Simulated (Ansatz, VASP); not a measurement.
GaAs: VASP beside Ansatz

```
Ga As
1.0
     0.00000    2.82685    2.82685
     2.82685    0.00000    2.82685
     2.82685    2.82685    0.00000
Ga As
1 1
Cartesian
  0.0000 0.0000 0.0000
  4.2403 4.2403 4.2403
```

Alike in both runs: task relaxation of cell and atoms; functional LDA; k mesh 10 × 10 × 10; occupations fermi-dirac, width 0.1 eV; no spin polarisation.

|  | VASP | Ansatz |
| --- | --- | --- |
| version | VASP 6.6.1 | Ansatz 0.2.0 |
| potentials or method | VASP PAW LDA potentials, release 64 (Ga_d, As) | PAW with Ansatz's default frozen-core files, scalar-relativistic |
| plane-wave cutoff (eV) | 600 | 420 |
| valence electrons in the cell | 18 | 28 |

|  | VASP | Ansatz | Ansatz less VASP |
| --- | --- | --- | --- |
| relaxed volume (Å³/atom) | 22.08 | 21.99 | -0.094 |
| relaxed length of the cell vector where the two differ most in proportion (Å) | 3.967 | 3.962 | -0.0056 |

LDA's correlation is that of Perdew and Zunger in VASP and of Perdew and Wang (1992) in Ansatz. VASP's potentials hold 18 valence electrons a cell and Ansatz's 28, so a difference there can come from the potentials and not from the codes.
